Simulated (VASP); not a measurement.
# C (Fd-3m) in VASP: a series of runs

C is run at these levels: LDA; tasks: single point.

Program: VASP 6.6.1. These are calculated values, not measurements. Logs are shortened: lines on timing, memory, paths and dates and some standing lists are left out, and cuts for length are marked.

## 1. The cell of the first run

It takes space group Fd-3m (No. 227, cubic). Conventional cell: a = 3.560 Å, b = 3.560 Å, c = 3.560 Å, α = 90.00°, β = 90.00°, γ = 90.00°. Within 2.1 Å of C (site symmetry -43m) lie 4 C at 1.54 Å.

## 2. Single point, LDA

Contents of INCAR:

```
ALGO = Normal
EDIFF = 1E-6
ENCUT = 600
GGA_COMPAT = False
ISIF = 2
ISMEAR = 0
LASPH = True
LCHARG = False
LREAL = False
LWAVE = False
NBANDS = 11
NELM = 120
PREC = Accurate
SIGMA = 0.1
```

Contents of KPOINTS:

```
k-points
0
Gamma
  8 8 8
```

Contents of POSCAR:

```
C
1.0
    0.0000000000      1.7800000000      1.7800000000
    1.7800000000      0.0000000000      1.7800000000
    1.7800000000      1.7800000000      0.0000000000
C
2
Direct
    0.0000000000      0.0000000000      0.0000000000
    0.2500000000      0.2500000000      0.2500000000
```

Potentials or basis: VASP PAW LDA potentials, release 64 (C).

Launch:

```bash
> cat potpaw_LDA.64/C/POTCAR > POTCAR
> mpirun -np 1 vasp_std > vasp.out
```

OUTCAR:

```text
EDIFF = 1E-6
   ENCUT = 600
   ISIF = 2
   ISMEAR = 0
   LASPH = True
   LREAL = False
   NELM = 120
   PREC = Accurate

 ion  position               nearest neighbor table
   1  0.000  0.000  0.000-   2 1.54   2 1.54   2 1.54   2 1.54
   2  0.250  0.250  0.250-   1 1.54   1 1.54   1 1.54   1 1.54

  LATTYP: Found a face centered cubic cell.
 ALAT       =     3.5600000000

  Lattice vectors:

 A1 = (   0.0000000000,   1.7800000000,   1.7800000000)
 A2 = (   1.7800000000,   0.0000000000,   1.7800000000)
 A3 = (   1.7800000000,   1.7800000000,   0.0000000000)

Analysis of symmetry for initial positions (statically):
=====================================================================
 Subroutine PRICEL returns:
 Original cell was already a primitive cell.

 Routine SETGRP: Setting up the symmetry group for a
 face centered cubic supercell.

 Subroutine GETGRP returns: Found 48 space group operations
 (whereof 24 operations were pure point group operations)
 out of a pool of 48 trial point group operations.

The static configuration has the point symmetry T_d .
 The point group associated with its full space group is O_h .

Analysis of symmetry for dynamics (positions and initial velocities):
=====================================================================
 Subroutine PRICEL returns:
 Original cell was already a primitive cell.

 Routine SETGRP: Setting up the symmetry group for a
 face centered cubic supercell.

 Subroutine GETGRP returns: Found 48 space group operations
 (whereof 24 operations were pure point group operations)
 out of a pool of 48 trial point group operations.

The dynamic configuration has the point symmetry T_d .
 The point group associated with its full space group is O_h .

 Subroutine INISYM returns: Found 48 space group operations
 (whereof 24 operations are pure point group operations),
 and found     1 'primitive' translations

----------------------------------------------------------------------------------------

                                     Primitive cell

  volume of cell :      11.2795

  direct lattice vectors                    reciprocal lattice vectors
     0.000000000  1.780000000  1.780000000    -0.280898876  0.280898876  0.280898876
     1.780000000  0.000000000  1.780000000     0.280898876 -0.280898876  0.280898876
     1.780000000  1.780000000  0.000000000     0.280898876  0.280898876 -0.280898876

  length of vectors
     2.517300141  2.517300141  2.517300141     0.486531126  0.486531126  0.486531126

  position of ions in fractional coordinates (direct lattice)
     0.000000000  0.000000000  0.000000000
     0.250000000  0.250000000  0.250000000

  ion indices of the primitive-cell ions
   primitive index   ion index
                 1           1
                 2           2

----------------------------------------------------------------------------------------

 KPOINTS: k-points

Automatic generation of k-mesh.
 Grid dimensions read from file:
 generate k-points for:    8    8    8

 Generating k-lattice:

  Cartesian coordinates                     Fractional coordinates (reciprocal lattice)
    -0.035112360  0.035112360  0.035112360     0.125000000  0.000000000  0.000000000
     0.035112360 -0.035112360  0.035112360     0.000000000  0.125000000  0.000000000
     0.035112360  0.035112360 -0.035112360     0.000000000  0.000000000  0.125000000

  Length of vectors
     0.060816391  0.060816391  0.060816391

  Shift w.r.t. Gamma in fractional coordinates (k-lattice)
     0.000000000  0.000000000  0.000000000

 Subroutine IBZKPT returns following result:
 ===========================================

 Found     29 irreducible k-points:

 Following reciprocal coordinates:
            Coordinates               Weight
  0.000000  0.000000  0.000000      1.000000
  0.125000  0.000000  0.000000      8.000000
  0.250000  0.000000  0.000000      8.000000
  0.375000  0.000000  0.000000      8.000000
  0.500000  0.000000  0.000000      4.000000
  0.125000  0.125000  0.000000      6.000000
[... 16 lines left out ...]
  0.500000  0.250000  0.125000     48.000000
 -0.375000  0.250000  0.125000     24.000000
 [... further k-points ...]
   k-points           NKPTS =     29   k-points in BZ     NKDIM =     29   number of bands    NBANDS=     11
   number of dos      NEDOS =    301   number of ions     NIONS =      2
   total plane-waves  NPLWV =   8000
   dimension x,y,z NGX =    20 NGY =   20 NGZ =   20
   dimension x,y,z NGXF=    40 NGYF=   40 NGZF=   40
   ions per type =               2
   NGX,Y,Z   is equivalent  to a cutoff of  13.21, 13.21, 13.21 a.u.
   NGXF,Y,Z  is equivalent  to a cutoff of  26.42, 26.42, 26.42 a.u.
 SYSTEM =  unknown system
   PREC   = accura    normal or accurate (medium, high low for compatibility)
   ISTART =      0    job   : 0-new  1-cont  2-samecut
   ICHARG =      2    charge: 1-file 2-atom 10-const
   ISPIN  =      1    spin polarized calculation?
   LNONCOLLINEAR =      F non collinear calculations
   LSORBIT =      F    spin-orbit coupling
   LASPH  =      T    aspherical Exc in radial PAW
   ENCUT  =  600.0 eV  44.10 Ry    6.64 a.u.   5.03  5.03  5.03*2*pi/ulx,y,z
   NELM   =    120;   NELMIN=  2; NELMDL= -5     # of ELM steps
   EDIFF  = 0.1E-05   stopping-criterion for ELM
   LREAL  =      F    real-space projection
   EDIFFG = 0.1E-04   stopping-criterion for IOM
   NSW    =      0    number of steps for IOM
   IBRION =     -1    ionic relax: 0-MD 1-quasi-New 2-CG
   NFREE  =      0    steps in history (QN), initial steepest desc. (CG)
   ISIF   =      2    stress and relaxation
   ISYM   =      2    0-nonsym 1-usesym 2-fastsym
   POTIM  = 0.5000    time-step for ionic-motion
   TEBEG  =    0.0;   TEEND  =   0.0 temperature during run
   PSTRESS=    0.0 pullay stress
   NELECT =       8.0000    total number of electrons
   NUPDOWN=      -1.0000    fix difference up-down
   EMIN   =  10.00;   EMAX   =-10.00  energy-range for DOS
   EFERMI =   0.00;   METHOD = LEGACY
   ISMEAR =     0;   SIGMA  =   0.10  broadening in eV -4-tet -1-fermi 0-gaus
   EFERMI_NEDOS =   21; number of points for ismear=-14 and -15
   IALGO  =     38    algorithm
   IMIX   =      4    mixing-type and parameters
     AMIX     =   0.40;   BMIX     =  1.00
     AMIX_MAG =   1.60;   BMIX_MAG =  1.00
  volume/ion in A,a.u.               =       5.64        38.06
  Fermi-wavevector in a.u.,A,eV,Ry     =   1.459962  2.758928 29.000661  2.131488
  Thomas-Fermi vector in A             =   2.576467
   LORBIT       =      0    0 simple, 1 ext, 2 COOP (PROOUT), +10 PAW based schemes
   GGA     = CA    functional components
   LHFCALC =     F    Hartree Fock is set to
   AEXX    =    0.0000 exact exchange contribution
   IVDW    =     0    specifies the selected vdW correction
   LEPSILON=     F    determine dielectric tensor
   LRPA    =     F    only Hartree local field effects (RPA)
 non-spin polarized calculation
 Gauss-broadening in eV      SIGMA  =   0.10
  energy-cutoff  :      600.00
  volume of cell :       11.28
 maximum number of plane-waves:       388
   NGX =  9   NGY =  9   NGZ =  9

 number of electron       7.9999999 magnetization

 Free energy of the ion-electron system (eV)
  ---------------------------------------------------
  ext. energy  EPLUGINS =         0.00000000
  ---------------------------------------------------
  free energy    TOTEN  =       -20.24484973 eV

  energy without entropy =      -20.24484973  energy(sigma->0) =      -20.24484973

 E-fermi :  10.3502     XC(G=0): -13.5270

 val. band max:        9.8055683078   @ k =   0.0000   0.0000   0.0000
 cond. band min:      13.9188256040   @ k =   0.3750   0.3750   0.0000
 fundamental gap:      4.1132572962
 Fermi energy:        10.3502260039

 k-point     1 :       0.0000    0.0000    0.0000
  band No.  band energies     occupation
      1     -11.5882      2.00000
      2       9.8056      2.00000
      3       9.8056      2.00000
      4       9.8056      2.00000
      5      15.3642      0.00000
      6      15.3642      0.00000
      7      15.3642      0.00000
      8      23.4912      0.00000
      9      28.8843      0.00000
     10      36.5004      0.00000
     11      36.5004      0.00000

 k-point     2 :       0.1250    0.0000    0.0000
  band No.  band energies     occupation
      1     -11.1549      2.00000
      2       7.4060      2.00000
      3       9.1509      2.00000
      4       9.1509      2.00000
      5      16.2225      0.00000
      6      16.2225      0.00000
      7      16.6766      0.00000
      8      23.7734      0.00000
      9      29.5129      0.00000
     10      33.2733      0.00000
     11      33.2733      0.00000

 k-point     3 :       0.2500    0.0000    0.0000
  band No.  band energies     occupation
      1      -9.8673      2.00000
      2       3.2442      2.00000
      3       8.0562      2.00000
      4       8.0562      2.00000
      5      17.5568      0.00000
      6      17.5568      0.00000
      7      18.0506      0.00000
      8      24.4850      0.00000
      9      30.2754      0.00000
     10      32.1696      0.00000
     11      32.1696      0.00000
[... 267 lines left out ...]
 k-point    23 :       0.5000    0.2500    0.1250
  band No.  band energies     occupation
      1      -6.6966      2.00000
      2       0.0058      2.00000
      3       3.5415      2.00000
      4       5.7125      2.00000
      5      17.7229      0.00000
      6      19.4137      0.00000
      7      22.2656      0.00000
      8      23.0818      0.00000
      9      29.7342      0.00000
     10      32.0343      0.00000
     11      35.7844      0.00000

 k-point    24 :      -0.3750    0.2500    0.1250
  band No.  band energies     occupation
      1      -4.7094      2.00000
      2      -2.5792      2.00000
      3       3.5227      2.00000
      4       5.0915      2.00000
      5      17.9972      0.00000
      6      19.3057      0.00000
      7      22.9165      0.00000
      8      24.5880      0.00000
      9      27.9095      0.00000
     10      33.5243      0.00000
     11      36.0235      0.00000

 [... further k-points ...]

------------------------ aborting loop because EDIFF is reached ----------------------------------------

  FORCE on cell =-STRESS in cart. coord.  units (eV):
  Direction    XX          YY          ZZ          XY          YZ          ZX
  --------------------------------------------------------------------------------------
  -------------------------------------------------------------------------------------
  Total       -0.6999227     -0.6999227     -0.6999227      0.0000000      0.0000000      0.0000000
  in kB      -99.4192924    -99.4192924    -99.4192924      0.0000000      0.0000000      0.0000000
  external PRESSURE =     -99.4192924 kB  Pullay stress =       0.0000000 kB

 VOLUME and BASIS-vectors are now :
 -----------------------------------------------------------------------------
  energy-cutoff  :      600.00
  volume of cell :       11.28
      direct lattice vectors                 reciprocal lattice vectors
     0.000000000  1.780000000  1.780000000    -0.280898876  0.280898876  0.280898876
     1.780000000  0.000000000  1.780000000     0.280898876 -0.280898876  0.280898876
     1.780000000  1.780000000  0.000000000     0.280898876  0.280898876 -0.280898876

 POSITION                                       TOTAL-FORCE (eV/Angst)
 -----------------------------------------------------------------------------------
      0.00000      0.00000      0.00000        -0.000000     -0.000000     -0.000000
      0.89000      0.89000      0.89000         0.000000      0.000000      0.000000
 -----------------------------------------------------------------------------------
    total drift:                                0.000000      0.000000      0.000000

  FREE ENERGIE OF THE ION-ELECTRON SYSTEM (eV)
  ---------------------------------------------------
  free  energy   TOTEN  =       -20.2448497272 eV

  energy  without entropy=      -20.2448497272  energy(sigma->0) =      -20.24484973
```

Wall time 8.7 s (1 thread of AMD EPYC 7R13, shared host); peak memory 0.08 GiB.

Results:

- Free energy: -20.2448 eV
- Pressure: -9.9 GPa
- Band gap on the k mesh: 4.11 eV, indirect (least direct gap 5.56 eV)

(Continued in part 2 of 2.)
